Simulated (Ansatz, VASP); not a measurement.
**Ni: VASP beside Ansatz**

The input INCAR:

```
SYSTEM = Ni
PREC = Accurate ; ENCUT = 520
EDIFF = 1E-6 ; ISMEAR = -1
SIGMA = 0.05 ; LREAL = .False.
LASPH = .True. ; NELM = 150
ALGO = Normal ; ISIF = 2
LWAVE = .False. ; LCHARG = .True.
ISPIN = 2 ; MAGMOM = 1
LORBIT = 11 ; LMAXMIX = 4
LDIPOL = .True. ; IDIPOL = 3
DIPOL = 0.5 0.5 0.294 ; GGA = PS
LELF = .True. ; LVHAR = .True.
LVACPOTAV = .True. ; NBANDS = 15
```

KPOINTS

```
Automatic mesh
0
Gamma
  12 12 1
  0 0 0
```

File POSCAR:

```
Ni
1.0
    2.2591100000      0.0000000000      0.0000000000
    0.0000000000      2.2591100000      0.0000000000
    0.0000000000      0.0000000000     23.8000000000
Ni
1
Direct
    0.5000000000      0.5000000000      0.2941200000
```

The input input.yaml:

```yaml
crystal:
  lattice:
    - [2.25911, 0.0, 0.0]
    - [0.0, 2.25911, 0.0]
    - [0.0, 0.0, 23.8]
  atoms:
    - { symbol: Ni, position: [0.5, 0.5, 0.29412], spin: 1.0 }
  periodic: [true, true, false]
kpoints:
  mp_grid: { grid: [12, 12, 1] }
scf:
  occupations: { method: fermi_dirac, width: 0.05 }
hamiltonian:
  xc: pbesol
  pseudopotentials: { kind: all_electron, lapw: { basis_error: 0.002 } }
magnetization:
  spin_polarized: true
output:
  forces: true
  stress: true
  eigenvalues: true
```

Alike in both runs: functional PBEsol; k mesh 12 × 12 × 1; occupations fermi-dirac, width 0.05 eV; collinear spin.

|  | VASP | Ansatz |
| --- | --- | --- |
| version | VASP 6.6.1 | Ansatz 0.2.0 |
| potentials or method | VASP PAW PBE potentials, release 64 (Ni), cutoff 520 eV | all-electron LAPW, scalar-relativistic |
| task | single point | work function |

|  | VASP | Ansatz | Ansatz less VASP |
| --- | --- | --- | --- |
| gap on the k mesh at the Fermi level (eV) | none | none | - |
| net moment per atom (μB) | 0.86 | 0.88 | +0.012 |
| size of the moment on the site where the two differ most (μB) | 0.88 | 0.91 | +0.031 |

VASP's potentials were made for PBE, not for PBEsol. Site moments also hang on the region over which each program counts them. A gap of «none» marks a metal or a gap that the smearing closes. Ansatz ran all-electron here, and VASP with PAW potentials.
